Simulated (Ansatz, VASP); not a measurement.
Two plane-wave programs on Si3Sn

```
Sn Si
1.0
     0.00000   -2.84775   -2.84775
    -2.84775    0.00000   -2.84775
     2.84775    2.84775   -5.69550
Sn Si
1 3
Cartesian
  0.0000 0.0000 -5.6955
  0.0000 0.0000 0.0000
  -1.4239 -1.4239 -4.2716
  1.4239 1.4239 -4.2716
```

Alike in both runs: task single point; functional PBEsol; k mesh 6 × 6 × 6; occupations gaussian, width 0.1 eV; no spin polarisation.

|  | VASP | Ansatz |
| --- | --- | --- |
| version | VASP 6.6.1 | Ansatz 0.2.0 |
| potentials or method | VASP PAW PBE potentials, release 64 (Sn_d, Si), cutoff 520 eV | scalar-relativistic, plane waves, PAW |
| valence electrons in the cell | 26 | 26 |

|  | VASP | Ansatz | Ansatz less VASP |
| --- | --- | --- | --- |
| gap on the k mesh at the Fermi level (eV) | 0.51 | 0.52 | +0.002 |
| least direct gap on the mesh (eV) | 0.77 | 0.77 | -0.002 |
| pressure (GPa) | 1.8 | 1.8 | +0.01 |
| traceless stress, the component that is largest in VASP (GPa) | -0.14 | -0.14 | 0.000 |
| rms of the force components (eV/Å) | 0.733 | 0.737 | +0.0043 |

VASP's potentials were made for PBE, not for PBEsol. Atom by atom the forces differ by 0.004 eV/Å (rms over components).
